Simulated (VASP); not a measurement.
Here is a VASP 6.6.1 calculation.

INCAR

```
SYSTEM = Pt
PREC = Accurate
ENCUT = 520
EDIFF = 1E-7
ISMEAR = 0
SIGMA = 0.15
LREAL = .FALSE.
LASPH = .TRUE.
NELM = 80
ALGO = Fast
ISIF = 2
LWAVE = .FALSE.
LCHARG = .TRUE.
GGA = CA
LELF = .TRUE.
LVHAR = .TRUE.
NBANDS = 17
```

The input KPOINTS:

```
Automatic mesh
0
G
  18 18 10
  0 0 0
```

POSCAR

```
Pt
1.0
    2.6857160603      0.0000000000      0.0000000000
   -1.3428580301      2.3258983356      0.0000000000
    0.0000000000      0.0000000000      4.6385750967
Pt
2
Direct
    0.6138639516      0.3333333333      0.7500000000
    0.3861360484      0.6666666667      0.2500000000
```

Potentials or basis: VASP PAW LDA potentials, release 64 (Pt).

Launch:

```bash
$ cat potpaw_LDA.64/Pt/POTCAR > POTCAR
$ mpirun -np 1 vasp_std > vasp.out
```

(1) What does it give for the band gap on the k mesh?

(2) What does it give for the largest force?

Answers

(1) zero (band 10 reaches 12.58 eV, above the bottom of band 11 at 10.97 eV).

(2) 0.284 eV/Å.

Caveat: spin-orbit coupling is left out, which moves the levels of the heavy elements.
